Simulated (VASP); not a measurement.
Pd, 1 atom in the cell. It takes space group Fm-3m (No. 225, cubic). Conventional cell: a = 3.949 Å, b = 3.949 Å, c = 3.949 Å, α = 90.00°, β = 90.00°, γ = 90.00°. Pd (site symmetry m-3m) has 12 Pd at 2.79 Å within 3.7 Å. 

* Program: VASP 6.6.1
* Task: single point
* Functional: r2SCAN
* Potentials or basis: VASP PAW PBE potentials, release 64 (Pd)
* Cutoff: 520 eV
* k mesh: 20 × 20 × 20
* Occupations: gaussian, width 0.05 eV
* Spin: no spin polarisation
* Dipole correction: no
* Further INCAR settings: ALGO = Normal; EDIFF = 1e-06; NBANDS = 11

Potentials or basis: VASP PAW PBE potentials, release 64 (Pd).

Run with:

```sh
$ cat potpaw_PBE.64/Pd/POTCAR > POTCAR
$ cp INCAR.step1 INCAR
$ mpirun -np 1 vasp_std > vasp.out
$ cp INCAR.step2 INCAR
$ mpirun -np 1 vasp_std > vasp.out
```

Hardware: 1 thread of Intel Xeon 8259CL, on a shared host.

Question: Estimate the wall time of this run.

Answer: It took 3.4 min on 1 thread of Intel Xeon 8259CL, with other jobs on the host, peak memory 0.18 GiB. Counts: k points 256.
